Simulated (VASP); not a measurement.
# SiC (P6_3mc) in VASP: single point with LDA

Aim: the single point of SiC with LDA.

All numbers are computed with VASP 6.6.1; they aren't measurements. Logs are shortened: lines on timing, memory, paths and dates and some standing lists are left out, and cuts for length are marked.

### 1 The cell of the first run

The structure is hexagonal, space group P6_3mc (No. 186). The conventional cell has a = 3.056 Å, b = 3.056 Å, c = 5.016 Å, α = 90.00°, β = 90.00°, γ = 120.00°. Si (site symmetry 3m) has 4 C at 1.87 to 1.89 Å within 2.5 Å. Within 2.5 Å of C (site symmetry 3m) lie 4 Si at 1.87 to 1.89 Å.

### 2 Single point, LDA

Contents of INCAR:

```
SYSTEM = SiC
PREC     = Accurate       ! precision mode
ENCUT    = 520            ! plane-wave cutoff, eV
EDIFF    = 1E-7           ! SCF threshold, eV
ISMEAR   = 0              ! smearing method
SIGMA    = 0.05           ! smearing width, eV
LREAL    = .False.        ! projectors in reciprocal space
LASPH    = .True.         ! aspherical terms in the spheres
NELM     = 60             ! most SCF steps
ALGO     = Normal         ! electronic algorithm
ISIF     = 2              ! what is computed and relaxed
LWAVE    = .False.        ! write WAVECAR
LCHARG   = .True.         ! write CHGCAR
LELF     = .True.         ! ELF
LVHAR    = .True.       
NBANDS   = 16             ! bands
```

Contents of KPOINTS:

```
Automatic mesh
0
Gamma
  12 12 6
  0 0 0
```

Contents of POSCAR:

```
SiC
1.0
    3.0561890961      0.0000000000      0.0000000000
   -1.5280945481      2.6467373960      0.0000000000
    0.0000000000      0.0000000000      5.0161734257
Si C
2 2
Direct
    0.3333333333      0.6666666667      0.0046041256
    0.6666666667      0.3333333333      0.5046041256
    0.3333333333      0.6666666667      0.3803958744
    0.6666666667      0.3333333333      0.8803958744
```

Potentials or basis: VASP PAW LDA potentials, release 64 (Si, C).

On the command line:

```sh
$ cat potpaw_LDA.64/Si/POTCAR potpaw_LDA.64/C/POTCAR > POTCAR
$ mpirun -np 1 vasp_std > vasp.out
```

OUTCAR:

```text
SYSTEM = SiC
   PREC = Accurate
   ENCUT = 520
   EDIFF = 1E-7
   ISMEAR = 0
   LREAL = .False.
   LASPH = .True.
   NELM = 60
   ISIF = 2

 ion  position               nearest neighbor table
   1  0.333  0.667  0.005-   4 1.87   4 1.87   4 1.87   3 1.89   2 3.07   2 3.07   2 3.07   2 3.07
                             2 3.07   2 3.07
   2  0.667  0.333  0.505-   3 1.87   3 1.87   3 1.87   4 1.89   1 3.07   1 3.07   1 3.07   1 3.07
                             1 3.07   1 3.07
   3  0.333  0.667  0.380-   2 1.87   2 1.87   2 1.87   1 1.89
   4  0.667  0.333  0.880-   1 1.87   1 1.87   1 1.87   2 1.89

  LATTYP: Found a hexagonal cell.
 ALAT       =     3.0561890961
 C/A-ratio  =     1.6413164461

  Lattice vectors:

 A1 = (   3.0561890961,   0.0000000000,   0.0000000000)
 A2 = (  -1.5280945481,   2.6467373960,   0.0000000000)
 A3 = (   0.0000000000,   0.0000000000,   5.0161734257)

Analysis of symmetry for initial positions (statically):
=====================================================================
 Subroutine PRICEL returns:
 Original cell was already a primitive cell.

 Routine SETGRP: Setting up the symmetry group for a
 hexagonal supercell.

 Subroutine GETGRP returns: Found 12 space group operations
 (whereof  6 operations were pure point group operations)
 out of a pool of 24 trial point group operations.

The static configuration has the point symmetry C_3v.
 The point group associated with its full space group is C_6v.

Analysis of symmetry for dynamics (positions and initial velocities):
=====================================================================
 Subroutine PRICEL returns:
 Original cell was already a primitive cell.

 Routine SETGRP: Setting up the symmetry group for a
 hexagonal supercell.

 Subroutine GETGRP returns: Found 12 space group operations
 (whereof  6 operations were pure point group operations)
 out of a pool of 24 trial point group operations.

The dynamic configuration has the point symmetry C_3v.
 The point group associated with its full space group is C_6v.

 Subroutine INISYM returns: Found 12 space group operations
 (whereof  6 operations are pure point group operations),
 and found     1 'primitive' translations

----------------------------------------------------------------------------------------

                                     Primitive cell

  volume of cell :      40.5755

  direct lattice vectors                    reciprocal lattice vectors
     3.056189096  0.000000000  0.000000000     0.327204884  0.188911828  0.000000000
    -1.528094548  2.646737396  0.000000000     0.000000000  0.377823656  0.000000000
     0.000000000  0.000000000  5.016173426     0.000000000  0.000000000  0.199355149

  length of vectors
     3.056189096  3.056189096  5.016173426     0.377823656  0.377823656  0.199355149

  position of ions in fractional coordinates (direct lattice)
     0.333333333  0.666666667  0.004604126
     0.666666667  0.333333333  0.504604126
     0.333333333  0.666666667  0.380395874
     0.666666667  0.333333333  0.880395874

  ion indices of the primitive-cell ions
   primitive index   ion index
                 1           1
                 2           2
                 3           3
                 4           4

----------------------------------------------------------------------------------------

 KPOINTS: Automatic mesh

Automatic generation of k-mesh.
 Grid dimensions read from file:
 generate k-points for:   12   12    6

 Generating k-lattice:

  Cartesian coordinates                     Fractional coordinates (reciprocal lattice)
     0.027267074  0.015742652  0.000000000     0.083333333  0.000000000  0.000000000
     0.000000000  0.031485305  0.000000000     0.000000000  0.083333333  0.000000000
     0.000000000  0.000000000  0.033225858     0.000000000  0.000000000  0.166666667

  Length of vectors
     0.031485305  0.031485305  0.033225858

  Shift w.r.t. Gamma in fractional coordinates (k-lattice)
     0.000000000  0.000000000  0.000000000

 Subroutine IBZKPT returns following result:
 ===========================================

 Found     76 irreducible k-points:

 Following reciprocal coordinates:
            Coordinates               Weight
  0.000000  0.000000  0.000000      1.000000
  0.083333  0.000000  0.000000      6.000000
  0.166667  0.000000  0.000000      6.000000
  0.250000  0.000000  0.000000      6.000000
  0.333333  0.000000  0.000000      6.000000
  0.416667  0.000000  0.000000      6.000000
[... 16 lines left out ...]
  0.250000  0.000000  0.166667     12.000000
  0.333333  0.000000  0.166667     12.000000
 [... further k-points ...]
   k-points           NKPTS =     76   k-points in BZ     NKDIM =     76   number of bands    NBANDS=     16
   number of dos      NEDOS =    301   number of ions     NIONS =      4
   total plane-waves  NPLWV =  23040
   dimension x,y,z NGX =    24 NGY =   24 NGZ =   40
   dimension x,y,z NGXF=    48 NGYF=   48 NGZF=   80
   ions per type =               2   2
   NGX,Y,Z   is equivalent  to a cutoff of  13.06, 13.06, 13.26 a.u.
   NGXF,Y,Z  is equivalent  to a cutoff of  26.11, 26.11, 26.51 a.u.
 SYSTEM =  SiC
   PREC   = accura    normal or accurate (medium, high low for compatibility)
   ISTART =      0    job   : 0-new  1-cont  2-samecut
   ICHARG =      2    charge: 1-file 2-atom 10-const
   ISPIN  =      1    spin polarized calculation?
   LNONCOLLINEAR =      F non collinear calculations
   LSORBIT =      F    spin-orbit coupling
   LASPH  =      T    aspherical Exc in radial PAW
   ENCUT  =  520.0 eV  38.22 Ry    6.18 a.u.   5.68  5.68  9.33*2*pi/ulx,y,z
   NELM   =     60;   NELMIN=  2; NELMDL= -5     # of ELM steps
   EDIFF  = 0.1E-06   stopping-criterion for ELM
   LREAL  =      F    real-space projection
   EDIFFG = 0.1E-05   stopping-criterion for IOM
   NSW    =      0    number of steps for IOM
   IBRION =     -1    ionic relax: 0-MD 1-quasi-New 2-CG
   NFREE  =      0    steps in history (QN), initial steepest desc. (CG)
   ISIF   =      2    stress and relaxation
   ISYM   =      2    0-nonsym 1-usesym 2-fastsym
   POTIM  = 0.5000    time-step for ionic-motion
   TEBEG  =    0.0;   TEEND  =   0.0 temperature during run
   PSTRESS=    0.0 pullay stress
   NELECT =      16.0000    total number of electrons
   NUPDOWN=      -1.0000    fix difference up-down
   EMIN   =  10.00;   EMAX   =-10.00  energy-range for DOS
   EFERMI =   0.00;   METHOD = LEGACY
   ISMEAR =     0;   SIGMA  =   0.05  broadening in eV -4-tet -1-fermi 0-gaus
   EFERMI_NEDOS =   21; number of points for ismear=-14 and -15
   IALGO  =     38    algorithm
   IMIX   =      4    mixing-type and parameters
     AMIX     =   0.40;   BMIX     =  1.00
     AMIX_MAG =   1.60;   BMIX_MAG =  1.00
  volume/ion in A,a.u.               =      10.14        68.45
  Fermi-wavevector in a.u.,A,eV,Ry     =   1.200495  2.268606 19.608550  1.441188
  Thomas-Fermi vector in A             =   2.336329
   LORBIT       =      0    0 simple, 1 ext, 2 COOP (PROOUT), +10 PAW based schemes
   GGA     = CA    functional components
   LHFCALC =     F    Hartree Fock is set to
   AEXX    =    0.0000 exact exchange contribution
   IVDW    =     0    specifies the selected vdW correction
   LEPSILON=     F    determine dielectric tensor
   LRPA    =     F    only Hartree local field effects (RPA)
 non-spin polarized calculation
 Gauss-broadening in eV      SIGMA  =   0.05
  energy-cutoff  :      520.00
  volume of cell :       40.58
 maximum number of plane-waves:      1108
 NGX is ok and might be reduce to    24
   NGX = 11   NGY = 11   NGZ = 19

 number of electron      15.9999998 magnetization

 Free energy of the ion-electron system (eV)
  ---------------------------------------------------
  ext. energy  EPLUGINS =         0.00000000
  ---------------------------------------------------
  free energy    TOTEN  =       -33.27591446 eV

  energy without entropy =      -33.27591446  energy(sigma->0) =      -33.27591446

 E-fermi :   8.7184     XC(G=0): -11.6331

 val. band max:        8.4354021702   @ k =   0.0000   0.0000   0.0000
 cond. band min:      10.5502739059   @ k =   0.3333   0.3333   0.0000
 fundamental gap:      2.1148717357
 Fermi energy:         8.7184116617

 k-point     1 :       0.0000    0.0000    0.0000
  band No.  band energies     occupation
      1      -7.1984      2.00000
      2      -3.5092      2.00000
      3      -0.3935      2.00000
      4       7.1107      2.00000
      5       7.1107      2.00000
      6       8.3194      2.00000
[... 8 lines left out ...]
     15      17.4169      0.00000
     16      19.7529      0.00000

 k-point     2 :       0.0833    0.0000    0.0000
  band No.  band energies     occupation
      1      -7.0756      2.00000
      2      -3.4037      2.00000
      3      -0.2795      2.00000
      4       6.4234      2.00000
      5       6.8945      2.00000
      6       7.9841      2.00000
[... 8 lines left out ...]
     15      17.7181      0.00000
     16      18.8334      0.00000

 k-point     3 :       0.1667    0.0000    0.0000
  band No.  band energies     occupation
      1      -6.7101      2.00000
      2      -3.0958      2.00000
      3       0.0541      2.00000
      4       4.9181      2.00000
      5       6.4075      2.00000
      6       6.8839      2.00000
[... 8 lines left out ...]
     15      18.0198      0.00000
     16      18.3556      0.00000

 k-point     4 :       0.2500    0.0000    0.0000
  band No.  band energies     occupation
      1      -6.1127      2.00000
      2      -2.6208      2.00000
      3       0.5649      2.00000
      4       3.2598      2.00000
      5       5.5016      2.00000
      6       5.8809      2.00000
[... 8 lines left out ...]
     15      18.5325      0.00000
     16      19.2470      0.00000
[... 324 lines left out ...]
 k-point    22 :       0.1667    0.0000    0.1667
  band No.  band energies     occupation
      1      -6.5733      2.00000
      2      -3.6544      2.00000
      3       0.8119      2.00000
      4       5.0399      2.00000
      5       6.4992      2.00000
      6       6.5003      2.00000
[... 8 lines left out ...]
     15      18.2057      0.00000
     16      18.7273      0.00000

 k-point    23 :       0.2500    0.0000    0.1667
  band No.  band energies     occupation
      1      -5.9779      2.00000
      2      -3.1408      2.00000
      3       1.2066      2.00000
      4       3.4608      2.00000
      5       5.1068      2.00000
      6       5.9798      2.00000
[... 8 lines left out ...]
     15      19.2144      0.00000
     16      19.2861      0.00000

 k-point    24 :       0.3333    0.0000    0.1667
  band No.  band energies     occupation
      1      -5.1785      2.00000
      2      -2.5257      2.00000
      3       1.0631      2.00000
      4       2.6977      2.00000
      5       3.6574      2.00000
      6       5.5494      2.00000
[... 8 lines left out ...]
     15      19.8036      0.00000
     16      20.5093      0.00000

 [... further k-points ...]
[... 5 lines left out ...]
  --------------------------------------------------------------------------------------
  -------------------------------------------------------------------------------------
  Total        0.1113384      0.1113384      0.1037811     -0.0000000      0.0000000      0.0000000
  in kB        4.3963467      4.3963467      4.0979351     -0.0000000      0.0000000      0.0000000
  external PRESSURE =       4.2968762 kB  Pullay stress =       0.0000000 kB

 VOLUME and BASIS-vectors are now :
 -----------------------------------------------------------------------------
  energy-cutoff  :      520.00
  volume of cell :       40.58
      direct lattice vectors                 reciprocal lattice vectors
     3.056189096  0.000000000  0.000000000     0.327204884  0.188911828  0.000000000
    -1.528094548  2.646737396  0.000000000     0.000000000  0.377823656  0.000000000
     0.000000000  0.000000000  5.016173426     0.000000000  0.000000000  0.199355149

 POSITION                                       TOTAL-FORCE (eV/Angst)
 -----------------------------------------------------------------------------------
     -0.00000      1.76449      0.02310        -0.000000     -0.000000     -0.000035
      1.52809      0.88225      2.53118         0.000000      0.000000     -0.000035
     -0.00000      1.76449      1.90813        -0.000000     -0.000000      0.000035
      1.52809      0.88225      4.41622         0.000000     -0.000000      0.000035
 -----------------------------------------------------------------------------------
    total drift:                               -0.000000      0.000000     -0.000126

  FREE ENERGIE OF THE ION-ELECTRON SYSTEM (eV)
  ---------------------------------------------------
  free  energy   TOTEN  =       -33.2759144589 eV

  energy  without entropy=      -33.2759144589  energy(sigma->0) =      -33.27591446
```

Run time: 19 s. Hardware: 1 thread of Intel Xeon 6975P-C (Granite Rapids), shared host; peak memory 0.16 GiB.

Results:

```yaml
Free_energy: -33.2759 eV
Pressure: 0.4 GPa
Band_gap_on_the_k_mesh: 2.11 eV, indirect (least direct gap 3.91 eV)
```
